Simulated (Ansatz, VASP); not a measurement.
This is a calculation of C for VASP 6.6.1.

The input POSCAR:

```
C
1.0
    2.1273203072     -1.2282824400      0.0000000000
    2.1273203072      1.2282824400      0.0000000000
   -1.3790696309      0.0000000000      3.5028300786
C
2
Direct
    0.1666444700      0.1666444700      0.9999069600
    0.8333555300      0.8333555300      0.0000930400
```

Contents of INCAR.step1:

```
SYSTEM = C
PREC     = Accurate       ! precision mode
ENCUT    = 520            ! plane-wave cutoff, eV
EDIFF    = 1E-5           ! SCF threshold, eV
ISMEAR   = -1             ! smearing method
SIGMA    = 0.05           ! smearing width, eV
LREAL    = .False.        ! projectors in reciprocal space
LASPH    = .True.         ! aspherical terms in the spheres
NELM     = 80             ! most SCF steps
ALGO     = Normal         ! electronic algorithm
ISIF     = 2              ! what is computed and relaxed
LWAVE    = .True.         ! write WAVECAR
LCHARG   = .False.        ! write CHGCAR
NBANDS   = 11             ! bands
GGA      = PE             ! functional
```

The input INCAR.step2:

```
SYSTEM = C
PREC     = Accurate       ! precision mode
ENCUT    = 520            ! plane-wave cutoff, eV
EDIFF    = 1E-7           ! SCF threshold, eV
ISMEAR   = -1             ! smearing method
SIGMA    = 0.05           ! smearing width, eV
LREAL    = .False.        ! projectors in reciprocal space
LASPH    = .True.         ! aspherical terms in the spheres
NELM     = 80             ! most SCF steps
ALGO     = Normal         ! electronic algorithm
ISIF     = 2              ! what is computed and relaxed
LWAVE    = .False.        ! write WAVECAR
LCHARG   = .False.        ! write CHGCAR
METAGGA  = R2SCAN         ! meta-GGA
LHFCALC  = .True.         ! exact exchange
AEXX     = 0.15           ! exact-exchange fraction
LMIXTAU  = .True.       
PRECFOCK = Normal       
NBANDS   = 11             ! bands
ISTART   = 1
```

Contents of KPOINTS:

```
regular mesh
0
Gamma
  7 7 4
  0 0 0
```

Potentials or basis: VASP PAW PBE potentials, release 64 (C).

Launch:

```console
$ cat potpaw_PBE.64/C/POTCAR > POTCAR
$ cp INCAR.step1 INCAR
$ mpirun -np 1 vasp_std > vasp.out
$ cp INCAR.step2 INCAR
$ mpirun -np 1 vasp_std > vasp.out
```

Q: Set up the same calculation for Ansatz 0.2.0. Potentials there: Ansatz PAW.

A: As run (the cutoff follows the program's own potentials):

input.yaml

```yaml
crystal:
  lattice:
    - [2.1273203072, -1.22828244, 0.0]
    - [2.1273203072, 1.22828244, 0.0]
    - [-1.3790696309, 0.0, 3.5028300786]
  atoms:
    - { symbol: C, position: [0.16664447, 0.16664447, 0.99990696] }
    - { symbol: C, position: [0.83335553, 0.83335553, 9.304e-05] }
hamiltonian:
  xc: { exchange: r2scan, correlation: r2scan, exx: { coeff: 0.15 } }
  pseudopotentials: { kind: paw }
kpoints:
  mp_grid: { grid: [7, 7, 4] }
scf:
  occupations: { method: fermi_dirac, width: 0.05 }
output:
  forces: true
  stress: true
  eigenvalues: true
```

Potentials or basis: Ansatz PAW.

The run is started by

```console
$ ansatz run input.yaml --threads 2 --pin off --max-ram 5632MiB --backend cpu --events-out ev --progress --plain --runs-dir out
```

Both were run:

|  | VASP | Ansatz | Ansatz less VASP |
| --- | --- | --- | --- |
| gap on the k mesh at the Fermi level (eV) | 3.13 | 3.09 | -0.040 |
| least direct gap on the mesh (eV) | 3.15 | 3.11 | -0.040 |
| pressure (GPa) | -2.2 | -2.8 | -0.61 |
| traceless stress, the component that is largest in VASP (GPa) | 2.43 | 3.28 | +0.854 |
| rms of the force components (eV/Å) | 0.008 | 0.009 | +0.0002 |

VASP's potentials were made for PBE, not for r2SCAN-based global hybrid. Atom by atom the forces differ by 0.000 eV/Å (rms over components). The functional is the same, so the differences come from potentials, cutoffs and numerics.

The k mesh is coarse, so the values compare programs but aren't converged. Noted on Ansatz's run: odd divisions of the mesh miss points on the zone boundary, where band edges often lie, so the gap on the mesh can be too wide.
